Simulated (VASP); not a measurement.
Al4N5, 9 atoms in the cell. The cell holds a slab with vacuum, 9 atoms: a = 3.130 Å, b = 3.130 Å, c = 25.062 Å, α = 90.00°, β = 90.00°, γ = 120.00°. 

* Program: VASP 6.6.1
* Task: single point
* Functional: PBE
* Potentials or basis: VASP PAW PBE potentials, release 64 (N, Al)
* Cutoff: 520 eV
* k mesh: 9 × 9 × 1
* Occupations: gaussian, width 0.05 eV
* Spin: collinear spin
* Starting moments: [0.0, 0.0, 0.0, 0.0, 3.0, 0.0, 0.0, 0.0, 0.0] μB
* Dipole correction: yes
* Further INCAR settings: ALGO = Normal; EDIFF = 1e-06; NBANDS = 32

Potentials or basis: VASP PAW PBE potentials, release 64 (N, Al).

The run is started by

```console
$ cat potpaw_PBE.64/N/POTCAR potpaw_PBE.64/Al/POTCAR > POTCAR
$ mpirun -np 1 vasp_std > vasp.out
```

Hardware: 1 thread of Oxide Virtual Turin-like Processor (shared host).

Estimate the wall time of this run.

It took 36 min on 1 thread of Oxide Virtual Turin-like Processor (shared host), peak memory 0.61 GiB. Counts: scf iterations 44, k points 41.
